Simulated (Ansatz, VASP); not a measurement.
**Two plane-wave programs on Au**

Contents of POSCAR:

```
Au
1.0
    0.0000000000      2.0620690893      2.0620690893
    2.0620690893      0.0000000000      2.0620690893
    2.0620690893      2.0620690893      0.0000000000
Au
1
Direct
    0.0000000000      0.0000000000      0.0000000000
```

Contents of INCAR.step1:

```
PREC = Accurate ; ENCUT = 520
ISMEAR = 0 ; SIGMA = 0.15
LREAL = False ; LASPH = True
NELM = 60 ; NBANDS = 12
GGA = PE ; ALGO = Normal
EDIFF = 1E-4 ; LWAVE = True
LCHARG = False
```

Contents of INCAR.step2:

```
PREC = Accurate ; ENCUT = 520
EDIFF = 1E-6 ; ISMEAR = 0
SIGMA = 0.15 ; LREAL = False
LASPH = True ; NELM = 60
ALGO = Normal ; ISIF = 2
LWAVE = False ; LCHARG = False
METAGGA = R2SCAN ; LMIXTAU = True
NBANDS = 12 ; ISTART = 1
```

Contents of KPOINTS:

```
Automatic mesh
0
Gamma
  28 28 28
```

Input for Ansatz:

```yaml
crystal:
  lattice:
    - [0.0, 2.0620690893, 2.0620690893]
    - [2.0620690893, 0.0, 2.0620690893]
    - [2.0620690893, 2.0620690893, 0.0]
  atoms:
    - { symbol: Au, position: [0.0, 0.0, 0.0] }
basis:
  ecutwfc: 500
kpoints:
  mp_grid: { grid: [28, 28, 28] }
hamiltonian:
  xc: r2scan
scf:
  occupations: { method: gaussian, width: 0.15 }
output:
  forces: true
  stress: true
  eigenvalues: true
```

Alike in both runs: task single point; functional r2SCAN; k mesh 28 × 28 × 28; occupations gaussian, width 0.15 eV; no spin polarisation.

|  | VASP | Ansatz |
| --- | --- | --- |
| version | VASP 6.6.1 | Ansatz 0.2.0 |
| potentials or method | VASP PAW PBE potentials, release 64 (Au), cutoff 520 eV | scalar-relativistic, plane waves, PAW |
| valence electrons in the cell | 11 | 19 |

|  | VASP | Ansatz | Ansatz less VASP |
| --- | --- | --- | --- |
| gap on the k mesh at the Fermi level (eV) | none | none | - |
| pressure (GPa) | 0.3 | 0.0 | -0.26 |

VASP's potentials were made for PBE, not for r2SCAN. A gap of «none» marks a metal or a gap that the smearing closes. The functional is the same, so the differences come from potentials, cutoffs and numerics. VASP's potentials hold 11 valence electrons a cell and Ansatz's 19, so a difference there can come from the potentials and not from the codes.

Spin-orbit coupling is off throughout.
